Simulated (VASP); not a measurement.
# Pb in VASP: settings compared

Pb is run at these levels: PBEsol-based screened hybrid with 25 % exact exchange, revPBE+D3(BJ), r2SCAN+rVV10; tasks: single point.

Program: VASP 6.6.1. These are calculated values, not measurements. Logs are shortened: lines on timing, memory, paths and dates and some standing lists are left out, and cuts for length are marked.

## 1. The cell of the first run

The structure is cubic, space group Fm-3m (No. 225). The conventional cell has a = 4.917 Å, b = 4.917 Å, c = 4.917 Å, α = 90.00°, β = 90.00°, γ = 90.00°. Pb (site symmetry m-3m) has 12 Pb at 3.48 Å within 4.6 Å.

## 2. Single point, PBEsol-based screened hybrid with 25 % exact exchange

POSCAR

```
Pb
1.0
    0.0000000000      2.4584086270      2.4584086270
    2.4584086270      0.0000000000      2.4584086270
    2.4584086270      2.4584086270      0.0000000000
Pb
1
Direct
    0.0000000000      0.0000000000      0.0000000000
```

INCAR.step1

```
ALGO = Normal
EDIFF = 1E-5
ENCUT = 520
GGA = PE
ISIF = 2
ISMEAR = -1
LASPH = True
LCHARG = False
LREAL = False
LWAVE = True
NBANDS = 13
NELM = 60
PREC = Accurate
SIGMA = 0.05
```

INCAR.step2

```
AEXX = 0.25
ALGO = Normal
EDIFF = 1E-6
ENCUT = 520
GGA = PS
HFSCREEN = 0.207
ISIF = 2
ISMEAR = -1
ISTART = 1
LASPH = True
LCHARG = False
LHFCALC = True
LREAL = False
LWAVE = False
NBANDS = 13
NELM = 60
PREC = Accurate
PRECFOCK = Normal
SIGMA = 0.05
```

KPOINTS

```
k-points
0
Gamma
  5 5 5
```

Potentials or basis: VASP PAW PBE potentials, release 64 (Pb_d).

Command:

```
$ cat potpaw_PBE.64/Pb_d/POTCAR > POTCAR
$ cp INCAR.step1 INCAR
$ mpirun -np 1 vasp_std > vasp.out
$ cp INCAR.step2 INCAR
$ mpirun -np 1 vasp_std > vasp.out
```

OUTCAR:

```text
AEXX = 0.25
   EDIFF = 1E-6
   ENCUT = 520
   GGA = PS
   HFSCREEN = 0.207
   ISIF = 2
   ISMEAR = -1
   ISTART = 1
   LASPH = True
   LHFCALC = True
   LREAL = False
   NELM = 60
   PREC = Accurate
   PRECFOCK = Normal

 ion  position               nearest neighbor table
   1  0.000  0.000  0.000-

  LATTYP: Found a face centered cubic cell.
 ALAT       =     4.9168172540

  Lattice vectors:

 A1 = (   0.0000000000,   2.4584086270,   2.4584086270)
 A2 = (   2.4584086270,   0.0000000000,   2.4584086270)
 A3 = (   2.4584086270,   2.4584086270,   0.0000000000)

Analysis of symmetry for initial positions (statically):
=====================================================================
 Subroutine PRICEL returns:
 Original cell was already a primitive cell.

 Routine SETGRP: Setting up the symmetry group for a
 face centered cubic supercell.

 Subroutine GETGRP returns: Found 48 space group operations
 (whereof 48 operations were pure point group operations)
 out of a pool of 48 trial point group operations.

The static configuration has the point symmetry O_h .

Analysis of symmetry for dynamics (positions and initial velocities):
=====================================================================
 Subroutine PRICEL returns:
 Original cell was already a primitive cell.

 Routine SETGRP: Setting up the symmetry group for a
 face centered cubic supercell.

 Subroutine GETGRP returns: Found 48 space group operations
 (whereof 48 operations were pure point group operations)
 out of a pool of 48 trial point group operations.

The dynamic configuration has the point symmetry O_h .

 Subroutine INISYM returns: Found 48 space group operations
 (whereof 48 operations are pure point group operations),
 and found     1 'primitive' translations

----------------------------------------------------------------------------------------

                                     Primitive cell

  volume of cell :      29.7161

  direct lattice vectors                    reciprocal lattice vectors
     0.000000000  2.458408627  2.458408627    -0.203383601  0.203383601  0.203383601
     2.458408627  0.000000000  2.458408627     0.203383601 -0.203383601  0.203383601
     2.458408627  2.458408627  0.000000000     0.203383601  0.203383601 -0.203383601

  length of vectors
     3.476714822  3.476714822  3.476714822     0.352270731  0.352270731  0.352270731

  position of ions in fractional coordinates (direct lattice)
     0.000000000  0.000000000  0.000000000

  ion indices of the primitive-cell ions
   primitive index   ion index
                 1           1

----------------------------------------------------------------------------------------

 KPOINTS: k-points

Automatic generation of k-mesh.
 Grid dimensions read from file:
 generate k-points for:    5    5    5

 Generating k-lattice:

  Cartesian coordinates                     Fractional coordinates (reciprocal lattice)
    -0.040676720  0.040676720  0.040676720     0.200000000  0.000000000  0.000000000
     0.040676720 -0.040676720  0.040676720     0.000000000  0.200000000  0.000000000
     0.040676720  0.040676720 -0.040676720     0.000000000  0.000000000  0.200000000

  Length of vectors
     0.070454146  0.070454146  0.070454146

  Shift w.r.t. Gamma in fractional coordinates (k-lattice)
     0.000000000  0.000000000  0.000000000

 Subroutine IBZKPT returns following result:
 ===========================================

 Found     10 irreducible k-points:

 Following reciprocal coordinates:
            Coordinates               Weight
  0.000000  0.000000  0.000000      1.000000
  0.200000  0.000000  0.000000      8.000000
  0.400000  0.000000  0.000000      8.000000
  0.200000  0.200000  0.000000      6.000000
  0.400000  0.200000  0.000000     24.000000
 -0.400000  0.200000  0.000000     24.000000
 -0.200000  0.200000  0.000000     12.000000
  0.400000  0.400000  0.000000      6.000000
 -0.400000  0.400000  0.000000     12.000000
 -0.400000  0.400000  0.200000     24.000000
   k-points           NKPTS =     10   k-points in BZ     NKDIM =    125   number of bands    NBANDS=     13
   number of dos      NEDOS =    301   number of ions     NIONS =      1
   total plane-waves  NPLWV =  21952
   dimension x,y,z NGX =    28 NGY =   28 NGZ =   28
   dimension x,y,z NGXF=    56 NGYF=   56 NGZF=   56
   ions per type =               1
   NGX,Y,Z   is equivalent  to a cutoff of  13.39, 13.39, 13.39 a.u.
   NGXF,Y,Z  is equivalent  to a cutoff of  26.78, 26.78, 26.78 a.u.
 SYSTEM =  unknown system
   PREC   = accura    normal or accurate (medium, high low for compatibility)
   ISTART =      1    job   : 0-new  1-cont  2-samecut
   ICHARG =      0    charge: 1-file 2-atom 10-const
   ISPIN  =      1    spin polarized calculation?
   LNONCOLLINEAR =      F non collinear calculations
   LSORBIT =      F    spin-orbit coupling
   LASPH  =      T    aspherical Exc in radial PAW
   ENCUT  =  520.0 eV  38.22 Ry    6.18 a.u.   6.46  6.46  6.46*2*pi/ulx,y,z
   NELM   =     60;   NELMIN=  2; NELMDL=  0     # of ELM steps
   EDIFF  = 0.1E-05   stopping-criterion for ELM
   LREAL  =      F    real-space projection
   EDIFFG = 0.1E-04   stopping-criterion for IOM
   NSW    =      0    number of steps for IOM
   IBRION =     -1    ionic relax: 0-MD 1-quasi-New 2-CG
   NFREE  =      0    steps in history (QN), initial steepest desc. (CG)
   ISIF   =      2    stress and relaxation
   ISYM   =      3    0-nonsym 1-usesym 2-fastsym
   POTIM  = 0.5000    time-step for ionic-motion
   TEBEG  =    0.0;   TEEND  =   0.0 temperature during run
   PSTRESS=    0.0 pullay stress
   NELECT =      14.0000    total number of electrons
   NUPDOWN=      -1.0000    fix difference up-down
   EMIN   =  10.00;   EMAX   =-10.00  energy-range for DOS
   EFERMI =   0.00;   METHOD = LEGACY
   ISMEAR =    -1;   SIGMA  =   0.05  broadening in eV -4-tet -1-fermi 0-gaus
   EFERMI_NEDOS =   21; number of points for ismear=-14 and -15
   IALGO  =     38    algorithm
   IMIX   =      1    mixing-type and parameters
     AMIX     =   0.40;   BMIX     =  1.00
     AMIX_MAG =   1.60;   BMIX_MAG =  1.00
  volume/ion in A,a.u.               =      29.72       200.53
  Fermi-wavevector in a.u.,A,eV,Ry     =   1.273855  2.407238 22.078274  1.622707
  Thomas-Fermi vector in A             =   2.406656
   LORBIT       =      0    0 simple, 1 ext, 2 COOP (PROOUT), +10 PAW based schemes
   GGA     = PS    functional components
   LHFCALC =     T    Hartree Fock is set to
   PRECFOCK=normal    Normal, Fast or Accurate (Low or Medium for compatibility)
   ENCUT4O =  -1.0   cutoff for four orbital integrals eV
   NKREDX  =     1    reduce k-point grid by
   NKREDY  =     1    reduce k-point grid by
   NKREDZ  =     1    reduce k-point grid by
   AEXX    =    0.2500 exact exchange contribution
   HFSCREEN=    0.2070 screening length (either q_TF or 0.3 A-1)
   HFSCREENC=   0.2070 screening length for correlation (either q_TF or 0.3 A-1)
   ENCUTFOCK=  -1.0 apply spherical cutoff to Coloumb kernel
   IVDW    =     0    specifies the selected vdW correction
   LEPSILON=     F    determine dielectric tensor
   LRPA    =     F    only Hartree local field effects (RPA)
 non-spin polarized calculation
  energy-cutoff  :      520.00
  volume of cell :       29.72
 maximum number of plane-waves:       821
 NGX is ok and might be reduce to    28
  NGX = 20; NGY = 20; NGZ = 20

 number of electron      13.9999999 magnetization

 Free energy of the ion-electron system (eV)
  ---------------------------------------------------
  ext. energy  EPLUGINS =         0.00000000
  ---------------------------------------------------
  free energy    TOTEN  =        -4.36273464 eV

  energy without entropy =       -4.34996769  energy(sigma->0) =       -4.35635117

 E-fermi :   6.9296     XC(G=0):  -8.6200

 val. band max:        6.9039465058   @ k =  -0.4000   0.4000   0.2000
 cond. band min:       7.6488449566   @ k =  -0.2000   0.2000   0.0000
 fundamental gap:      0.7448984508
 Fermi energy:         6.9295837930

 k-point     1 :       0.0000    0.0000    0.0000
  band No.  band energies     occupation
      1     -11.6709      2.00000
      2     -11.6709      2.00000
      3     -11.6708      2.00000
      4     -11.5119      2.00000
      5     -11.5119      2.00000
      6      -5.9540      2.00000
      7      15.6371      0.00000
      8      15.6371      0.00000
      9      15.6371      0.00000
     10      17.8318      0.00000
     11      19.7256      0.00000
     12      20.6896      0.00000
     13      20.6896      0.00000

 k-point     2 :       0.2000    0.0000    0.0000
  band No.  band energies     occupation
      1     -11.6780      2.00000
      2     -11.6322      2.00000
      3     -11.6322      2.00000
      4     -11.4971      2.00000
      5     -11.4971      2.00000
      6      -5.0727      2.00000
      7       9.9163      0.00000
      8      14.7922      0.00000
      9      14.7922      0.00000
     10      17.1467      0.00000
     11      20.3849      0.00000
     12      21.0861      0.00000
     13      21.0861      0.00000

 k-point     3 :       0.4000    0.0000    0.0000
  band No.  band energies     occupation
      1     -11.7050      2.00000
      2     -11.6514      2.00000
      3     -11.6514      2.00000
      4     -11.3880      2.00000
      5     -11.3880      2.00000
      6      -2.5913      2.00000
      7       3.7979      2.00000
      8      13.7720      0.00000
      9      13.7720      0.00000
     10      17.0659      0.00000
     11      18.1357      0.00000
     12      19.5173      0.00000
     13      19.5173      0.00000
[... 81 lines left out ...]
 k-point     9 :      -0.4000    0.4000    0.0000
  band No.  band energies     occupation
      1     -11.7910      2.00000
      2     -11.6865      2.00000
      3     -11.4202      2.00000
      4     -11.4058      2.00000
      5     -11.3577      2.00000
      6       0.0201      2.00000
      7       4.2292      2.00000
      8       6.5790      1.99820
      9      10.3164      0.00000
     10      14.0783      0.00000
     11      18.0915      0.00000
     12      25.2424      0.00000
     13      26.2315      0.00000

 k-point    10 :      -0.4000    0.4000    0.2000
  band No.  band energies     occupation
      1     -11.6795      2.00000
      2     -11.6655      2.00000
      3     -11.5423      2.00000
      4     -11.4355      2.00000
      5     -11.3653      2.00000
      6      -0.7206      2.00000
      7       5.2340      2.00000
      8       6.9039      1.25090
      9       9.0578      0.00000
     10      17.9208      0.00000
     11      18.9877      0.00000
     12      20.5336      0.00000
     13      24.5345      0.00000

------------------------ aborting loop because EDIFF is reached ----------------------------------------

  FORCE on cell =-STRESS in cart. coord.  units (eV):
  Direction    XX          YY          ZZ          XY          YZ          ZX
  --------------------------------------------------------------------------------------
  -------------------------------------------------------------------------------------
  Total       -0.0927449     -0.0927449     -0.0927449      0.0000000      0.0000000     -0.0000000
  in kB       -5.0004415     -5.0004415     -5.0004415      0.0000000      0.0000000     -0.0000000
  external PRESSURE =      -5.0004415 kB  Pullay stress =       0.0000000 kB

 VOLUME and BASIS-vectors are now :
 -----------------------------------------------------------------------------
  energy-cutoff  :      520.00
  volume of cell :       29.72
      direct lattice vectors                 reciprocal lattice vectors
     0.000000000  2.458408627  2.458408627    -0.203383601  0.203383601  0.203383601
     2.458408627  0.000000000  2.458408627     0.203383601 -0.203383601  0.203383601
     2.458408627  2.458408627  0.000000000     0.203383601  0.203383601 -0.203383601

 POSITION                                       TOTAL-FORCE (eV/Angst)
 -----------------------------------------------------------------------------------
      0.00000      0.00000      0.00000         0.000000      0.000000      0.000000
 -----------------------------------------------------------------------------------
    total drift:                               -0.000000      0.000000      0.000000

  FREE ENERGIE OF THE ION-ELECTRON SYSTEM (eV)
  ---------------------------------------------------
  free  energy   TOTEN  =        -4.3627346405 eV

  energy  without entropy=       -4.3499676925  energy(sigma->0) =       -4.35635117
```

It took 8 min on 1 thread of Intel Xeon Platinum 8488C (Sapphire Rapids), shared host; peak memory 0.26 GiB.

What came out:

```yaml
Free_energy: -4.3627 eV
Pressure: -0.5 GPa
Band_gap_on_the_k_mesh: zero (bands 7 and 8 overlap by 9.06 eV)
```

Caveat: the k points lie up to 0.44 Å⁻¹ apart, too coarse for converged energies and pressures of a metal; the PAW data sets were made with another functional, which shifts forces and pressure a little; spin-orbit coupling is left out, which moves the levels of the heavy elements.

## 3. Single point, PBEsol-based screened hybrid with 25 % exact exchange

This run uses another cell than the first one, of 30.32 Å³/atom.

POSCAR

```
Pb
1.0
    0.0000000000      2.4750200000      2.4750200000
    2.4750200000      0.0000000000      2.4750200000
    2.4750200000      2.4750200000      0.0000000000
Pb
1
Direct
    0.0000000000      0.0000000000      0.0000000000
```

INCAR.step1

```
SYSTEM = Pb
PREC = Accurate
ENCUT = 520
EDIFF = 1E-5
ISMEAR = -1
SIGMA = 0.05
LREAL = .FALSE.
LASPH = .TRUE.
NELM = 100
ALGO = Normal
ISIF = 2
LWAVE = .TRUE.
GGA = PE
NBANDS = 13
```

INCAR.step2

```
SYSTEM = Pb
PREC = Accurate
ENCUT = 520
EDIFF = 1E-6
ISMEAR = -1
SIGMA = 0.05
LREAL = .FALSE.
LASPH = .TRUE.
NELM = 100
ALGO = Normal
ISIF = 2
LWAVE = .FALSE.
LCHARG = .TRUE.
GGA = PS
LHFCALC = .TRUE.
AEXX = 0.25
HFSCREEN = 0.207
PRECFOCK = Normal
LELF = .TRUE.
LVHAR = .TRUE.
ISTART = 1
NBANDS = 13
```

KPOINTS

```
regular mesh
0
G
  5 5 5
  0 0 0
```

Potentials or basis: VASP PAW PBE potentials, release 64 (Pb_d).

Command:

```
$ cat potpaw_PBE.64/Pb_d/POTCAR > POTCAR
$ cp INCAR.step1 INCAR
$ mpirun -np 1 vasp_std > vasp.out
$ cp INCAR.step2 INCAR
$ mpirun -np 1 vasp_std > vasp.out
```

Run time: 8.3 min. Hardware: 1 thread of Intel Xeon Platinum 8488C (Sapphire Rapids), shared host; peak memory 0.26 GiB.

Results (log left out):

- Free energy: -4.3596 eV
- Pressure: -1.5 GPa
- Band gap on the k mesh: zero (bands 7 and 8 overlap by 8.86 eV)

Levels at points of the mesh, in eV from the Fermi level:
```tsv
k point	band 3	band 4	band 5	band 6	band 7	band 8	band 9	band 10	band 11	band 12
(0.00, 0.00, 0.00)	-18.61	-18.46	-18.46	-12.75	8.52	8.52	8.52	10.86	12.50	13.58
```

Caveat: the k points lie up to 0.44 Å⁻¹ apart, too coarse for converged energies and pressures of a metal; the PAW data sets were made with another functional, which shifts forces and pressure a little; spin-orbit coupling is left out, which moves the levels of the heavy elements.

## 4. Single point, PBEsol-based screened hybrid with 25 % exact exchange

This run uses another cell than the first one, of 30.93 Å³/atom.

POSCAR

```
Pb
1.0
    0.0000000000      2.4914113386      2.4914113386
    2.4914113386      0.0000000000      2.4914113386
    2.4914113386      2.4914113386      0.0000000000
Pb
1
Direct
    0.0000000000      0.0000000000      0.0000000000
```

INCAR.step1

```
  PREC = Accurate
  ENCUT = 520
  EDIFF = 1E-5
  ISMEAR = -1
  SIGMA = 0.05
  LREAL = False
  LASPH = True
  NELM = 100
  ALGO = Normal
  ISIF = 2
  LWAVE = True
  LCHARG = False
  NBANDS = 13
  GGA = PE
```

INCAR.step2

```
  PREC = Accurate
  ENCUT = 520
  EDIFF = 1E-7
  ISMEAR = -1
  SIGMA = 0.05
  LREAL = False
  LASPH = True
  NELM = 100
  ALGO = Normal
  ISIF = 2
  LWAVE = False
  LCHARG = False
  GGA = PS
  LHFCALC = True
  AEXX = 0.25
  HFSCREEN = 0.207
  PRECFOCK = Normal
  NBANDS = 13
  ISTART = 1
```

KPOINTS

```
regular mesh
0
Gamma
  5 5 5
```

Command:

```
$ cat potpaw_PBE.64/Pb_d/POTCAR > POTCAR
$ cp INCAR.step1 INCAR
$ mpirun -np 1 vasp_std > vasp.out
$ cp INCAR.step2 INCAR
$ mpirun -np 1 vasp_std > vasp.out
```

Wall time 12 min (1 thread of Intel Xeon Platinum 8488C (Sapphire Rapids), shared host); peak memory 0.26 GiB.

Results (log left out):

```
Free energy            : -4.3529 eV
Pressure               : -2.3 GPa
Band gap on the k mesh : zero (bands 7 and 8 overlap by 8.66 eV)
```

Levels at points of the mesh, in eV from the Fermi level:
```csv
k point,band 3,band 4,band 5,band 6,band 7,band 8,band 9,band 10,band 11,band 12
"(0.00, 0.00, 0.00)",-18.62,-18.48,-18.48,-12.63,8.33,8.33,8.33,10.82,12.22,13.40
```

Caveat: the k points lie up to 0.44 Å⁻¹ apart, too coarse for converged energies and pressures of a metal; the PAW data sets were made with another functional, which shifts forces and pressure a little; spin-orbit coupling is left out, which moves the levels of the heavy elements.

## 5. Single point, revPBE+D3(BJ), non-collinear spin, typed start

This run uses another cell than the first one, of 30.32 Å³/atom.

INCAR

```
SYSTEM = Pb
PREC = Accurate
ENCUT = 520
EDIFF = 1E-6
ISMEAR = -1
SIGMA = 0.025
LREAL = .FALSE.
LASPH = .TRUE.
NELM = 150
ALGO = Fast
ISIF = 2
LWAVE = .FALSE.
LCHARG = .TRUE.
LNONCOLLINEAR = .TRUE.
MAGMOM = 0.354 0.354 0
LORBIT = 11
GGA = RE
IVDW = 12
LVHAR = .TRUE.
ISYM = -1
NBANDS = 25
```

KPOINTS

```
Automatic mesh
0
G
  7 7 7
  0 0 0
```

POSCAR

```
Pb
1.0
   -0.0279910000      2.5046650000      2.4667790000
    2.4553940000     -0.0329390000      2.4717270000
    2.4201010000      2.4743200000      0.0023540000
Pb
1
Direct
   -0.0146570000     -0.0167640000      0.0095290000
```

Command:

```
$ cat potpaw_PBE.64/Pb_d/POTCAR > POTCAR
$ mpirun -np 1 vasp_ncl > vasp.out
```

Wall time 15 min (1 thread of AMD EPYC 7R43 (Zen 3), shared host); peak memory 0.46 GiB.

It converged, with:

```yaml
Free_energy: -3.9611 eV
Pressure: 0.1 GPa
Band_gap_on_the_k_mesh: zero (bands 14 and 15 overlap by 8.62 eV)
Net_moment: 0.00 μB per cell
Valence_electrons_inside_the_program's_atomic_spheres: Pb 11.97
Dispersion_energy_per_atom: -0.735 eV
```

Stress tensor (GPa, compression positive):
```
 0.15  0.75 -0.08
 0.75 -0.33  0.06
-0.08  0.06  0.34
```

Levels at points of the mesh, in eV from the Fermi level:
| k point | band 10 | band 11 | band 12 | band 13 | band 14 | band 15 | band 16 | band 17 | band 18 | band 19 |
| --- | --- | --- | --- | --- | --- | --- | --- | --- | --- | --- |
| (0.00, 0.00, 0.00) | -16.89 | -11.68 | -11.68 | 7.23 | 7.23 | 7.48 | 7.48 | 7.80 | 7.80 | 9.85 |

Moments on the atoms (μB; x, y, z):
```
Pb  0.00 0.00 0.00
```

Caveat: three body term missing; the PAW data sets were made with another functional, which shifts forces and pressure a little; spin-orbit coupling is left out, which moves the levels of the heavy elements.

(Part 1 of 2 ends here.)
